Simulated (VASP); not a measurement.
Wanted: the native input for a VASP 6.6.1 run.

- Task: single point
- Functional: PBEsol
- Potentials or basis: VASP PAW PBE potentials, release 64 (Ge_d)
- Cutoff: 520 eV
- k mesh: 14 × 14 × 14
- Occupations: gaussian, width 0.15 eV
- Spin: no spin polarisation
- Dipole correction: no
- Further INCAR settings: ALGO = Normal; EDIFF = 1e-06; NBANDS = 21

The structure of Ge lies in POSCAR:

```
Ge
1.0
    0.0000000000      2.8287700000      2.8287700000
    2.8287700000      0.0000000000      2.8287700000
    2.8287700000      2.8287700000      0.0000000000
Ge
2
Direct
    0.5000000000      0.5000000000      0.5000000000
    0.7500000000      0.7500000000      0.7500000000
```

The input as run:

INCAR

```
SYSTEM = Ge
  PREC = Accurate
  ENCUT = 520
  EDIFF = 1E-6
  ISMEAR = 0
  SIGMA = 0.15
  LREAL = .FALSE.
  LASPH = .TRUE.
  NELM = 100
  ALGO = Normal
  ISIF = 2
  LWAVE = .FALSE.
  LCHARG = .FALSE.
  GGA = PS
  NBANDS = 21
```

KPOINTS

```
Automatic mesh
0
G
  14 14 14
  0 0 0
```

Potentials or basis: VASP PAW PBE potentials, release 64 (Ge_d).

Run with:

```bash
$ cat potpaw_PBE.64/Ge_d/POTCAR > POTCAR
$ mpirun -np 1 vasp_std > vasp.out
```

It gave:

| Item | Value |
| --- | --- |
| Pressure | 0.2 GPa |
| Band gap on the k mesh | zero (filled and empty bands touch) |

Caveat: the PAW data sets were made with another functional, which shifts forces and pressure a little.

Run time: 58 s on 1 thread of Intel(R) Xeon(R) Platinum 8124M CPU @ 3.00GHz (Skylake/Cascade Lake) (shared host), peak memory 0.22 GiB.
